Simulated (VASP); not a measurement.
# TaSi4W (P4/mmm) in VASP: notebook, part 2 of 2

VASP 6.6.1. Earlier steps stand in the parts before.

## 3. Relaxation of cell and atoms, PBE

This run uses another cell than the first one, of 15.06 Å³/atom.

INCAR reads:

```
PREC     = Accurate       # precision mode
ENCUT    = 600            # plane-wave cutoff, eV
EDIFF    = 1E-7           # SCF threshold, eV
ISMEAR   = 0              # smearing method
SIGMA    = 0.2            # smearing width, eV
LREAL    = False          # projectors in reciprocal space
LASPH    = True           # aspherical terms in the spheres
NELM     = 80             # most SCF steps
ALGO     = Normal         # electronic algorithm
ISIF     = 3              # what is computed and relaxed
LWAVE    = False          # write WAVECAR
LCHARG   = False          # write CHGCAR
GGA      = PE             # functional
IBRION   = 2              # ionic algorithm
NSW      = 36             # ionic steps
EDIFFG   = -0.08          # ionic threshold
```

KPOINTS reads:

```
Automatic mesh
0
Gamma
  5 5 2
```

POSCAR reads:

```
TaSi4W
1.0
    3.3300000000      0.0000000000      0.0000000000
    0.0000000000      3.3300000000      0.0000000000
    0.0000000000      0.0000000000      8.1500000000
Ta Si W
1 4 1
Direct
    0.0000000000      0.0000000000      0.0000000000
    0.5000000000      0.5000000000      0.8350000000
    0.5000000000      0.5000000000      0.1650000000
    0.0000000000      0.0000000000      0.6650000000
    0.0000000000      0.0000000000      0.3350000000
    0.5000000000      0.5000000000      0.5000000000
```

Potentials or basis: VASP PAW PBE potentials, release 64 (Ta_pv, Si, W_sv).

Started as:

```
> cat potpaw_PBE.64/Ta_pv/POTCAR potpaw_PBE.64/Si/POTCAR potpaw_PBE.64/W_sv/POTCAR > POTCAR
> mpirun -np 1 vasp_std > vasp.out
```

OUTCAR:

```text
PREC = Accurate
   ENCUT = 600
   EDIFF = 1E-7
   ISMEAR = 0
   LREAL = False
   LASPH = True
   NELM = 80
   ISIF = 3
   GGA = PE
   IBRION = 2
   NSW = 36
   EDIFFG = -0.08

 ion  position               nearest neighbor table
   1  0.000  0.000  0.000-   2 2.71   3 2.71   2 2.71   3 2.71   2 2.71   3 2.71   2 2.71   3 2.71
                             4 2.73   5 2.73
   2  0.500  0.500  0.835-   3 2.69   1 2.71   1 2.71   1 2.71   1 2.71   6 2.73   4 2.73   4 2.73
                             4 2.73   4 2.73
   3  0.500  0.500  0.165-   2 2.69   1 2.71   1 2.71   1 2.71   1 2.71   6 2.73   5 2.73   5 2.73
                             5 2.73   5 2.73
   4  0.000  0.000  0.665-   5 2.69   6 2.71   6 2.71   6 2.71   6 2.71   1 2.73   2 2.73   2 2.73
                             2 2.73   2 2.73
   5  0.000  0.000  0.335-   4 2.69   6 2.71   6 2.71   6 2.71   6 2.71   1 2.73   3 2.73   3 2.73
                             3 2.73   3 2.73
   6  0.500  0.500  0.500-   4 2.71   5 2.71   4 2.71   5 2.71   4 2.71   5 2.71   4 2.71   5 2.71
                             2 2.73   3 2.73

  LATTYP: Found a simple tetragonal cell.
 ALAT       =     3.3300000000
 C/A-ratio  =     2.4474474474

  Lattice vectors:

 A1 = (   3.3300000000,   0.0000000000,   0.0000000000)
 A2 = (   0.0000000000,   3.3300000000,   0.0000000000)
[... 176 lines left out ...]

  FORCE on cell =-STRESS in cart. coord.  units (eV):
  Direction    XX          YY          ZZ          XY          YZ          ZX
  --------------------------------------------------------------------------------------
  -------------------------------------------------------------------------------------
  Total       -5.7707178     -5.7707178     -5.4233334      0.0000000      0.0000000      0.0000000
  in kB     -102.3044070   -102.3044070    -96.1459090      0.0000000      0.0000000      0.0000000
  external PRESSURE =    -100.2515743 kB  Pullay stress =       0.0000000 kB
[... 67 lines left out ...]
--------------------------------------- Ionic step        3  -------------------------------------------

 number of electron      41.0000002 magnetization

 E-fermi :   9.9998     XC(G=0): -12.2172

 val. band max:        9.9385835636   @ k =   0.2000   0.0000   0.5000
 cond. band min:      10.0177031097   @ k =   0.2000   0.2000   0.0000
 fundamental gap:      0.0791195461
 Fermi energy:         9.9997640388

 k-point     1 :       0.0000    0.0000    0.0000
  band No.  band energies     occupation
      1     -63.7339      2.00000
      2     -27.9452      2.00000
      3     -27.9398      2.00000
      4     -27.9398      2.00000
      5     -23.9113      2.00000
      6     -23.7516      2.00000
[... 432 lines left out ...]
--------------------------------------- Ionic step        6  -------------------------------------------

 number of electron      41.0000001 magnetization

 Free energy of the ion-electron system (eV)
  ---------------------------------------------------
  ext. energy  EPLUGINS =         0.00000000
  ---------------------------------------------------
  free energy    TOTEN  =       -48.73115673 eV

  energy without entropy =      -48.69966662  energy(sigma->0) =      -48.71541168

 E-fermi :  10.0955     XC(G=0): -12.2335

 val. band max:       10.0845616519   @ k =   0.2000   0.0000   0.0000
 cond. band min:      10.4248866034   @ k =   0.0000   0.0000   0.0000
 fundamental gap:      0.3403249515
 Fermi energy:        10.0954566106

 k-point     1 :       0.0000    0.0000    0.0000
  band No.  band energies     occupation
      1     -63.6469      2.00000
      2     -27.8736      2.00000
      3     -27.8582      2.00000
      4     -27.8582      2.00000
      5     -23.8982      2.00000
      6     -23.7092      2.00000
[... 346 lines left out ...]
  FREE ENERGIE OF THE ION-ELECTRON SYSTEM (eV)
  ---------------------------------------------------
  free  energy   TOTEN  =       -48.7311567290 eV

  energy  without entropy=      -48.6996666246  energy(sigma->0) =      -48.71541168

 reached required accuracy - stopping structural energy minimisation
```

OSZICAR:

```text
N       E                     dE             d eps       ncg     rms          rms(c)
DAV:   1     0.323920764831E+03    0.32392E+03   -0.23567E+04   656   0.183E+03
DAV:   2    -0.294861888537E+02   -0.35341E+03   -0.35050E+03   616   0.437E+02
DAV:   3    -0.502121339557E+02   -0.20726E+02   -0.20055E+02   760   0.800E+01
[... 68 lines left out ...]
DAV:   4    -0.487311691753E+02    0.50522E-03   -0.33595E-03   760   0.290E-01    0.670E-02
DAV:   5    -0.487311570541E+02    0.12121E-04   -0.29908E-04   728   0.890E-02    0.364E-02
DAV:   6    -0.487311569455E+02    0.10856E-06   -0.29039E-05   752   0.278E-02    0.156E-02
DAV:   7    -0.487311567869E+02    0.15859E-06   -0.35742E-06   720   0.119E-02    0.316E-03
DAV:   8    -0.487311567290E+02    0.57930E-07   -0.66471E-07   688   0.371E-03
   6 F= -.48731157E+02 E0= -.48715412E+02  d E =-.251492E-01
```

Wall time 2.2 min (1 thread of AMD EPYC 7R13 (Zen 3), shared host); peak memory 0.23 GiB.

What came out:

```
Free energy                           : -48.7312 eV
Relaxed volume                        : 14.18 Å³/atom
Relaxed cell                          : a = 3.248 Å, b = 3.248 Å, c = 8.067 Å, α = 90.00°, β = 90.00°, γ = 90.00°
Space group after relaxing (to 0.1 Å) : P4/mmm (No. 123)
Energy gained by relaxing             : 33.2 meV/atom
Ionic steps                           : 6
Pressure after relaxing               : 0.2 GPa
Largest force after relaxing          : 0.062 eV/Å
Band gap on the k mesh                : zero (an odd number of electrons rules out a gap without spin polarisation)
```

Forces on the atoms (eV/Å):
```
Ta   0.000  0.000  0.000
Si   0.000  0.000 -0.062
Si   0.000  0.000  0.062
Si   0.000  0.000  0.007
Si   0.000  0.000 -0.007
W    0.000  0.000  0.000
```

Step by step:
```tsv
step	energy change (eV)	largest force (eV/Å)	pressure (GPa)	volume (Å³)
1	0.0000	0.4188	-10.03	90.37
2	0.2046	0.5976	19.92	78.60
3	-0.1740	0.5102	0.09	85.36
4	-0.1741	0.5116	0.32	85.26
5	-0.1945	0.2541	0.20	85.17
6	-0.1993	0.0619	0.16	85.10
```

Final structure:
```yaml
crystal:
  lattice:
    - [3.24788, 0.00000, 0.00000]
    - [0.00000, 3.24788, 0.00000]
    - [0.00000, 0.00000, 8.06741]
  atoms:
    - { symbol: Ta, position: [0.00000, 0.00000, 0.00000] }
    - { symbol: Si, position: [0.50000, 0.50000, 0.82898] }
    - { symbol: Si, position: [0.50000, 0.50000, 0.17102] }
    - { symbol: Si, position: [0.00000, 0.00000, 0.66338] }
    - { symbol: Si, position: [0.00000, 0.00000, 0.33662] }
    - { symbol: W, position: [0.50000, 0.50000, 0.50000] }
```

Caveat: the k points lie up to 0.39 Å⁻¹ apart in the final cell, too coarse for converged energies and pressures of a metal; spin-orbit coupling is left out, which moves the levels of the heavy elements; the relaxation stopped at a loose force limit of 0.08 eV/Å, so its end isn't a converged minimum.

The gap in the log of VASP goes by the Fermi energy; the results here count the filled bands.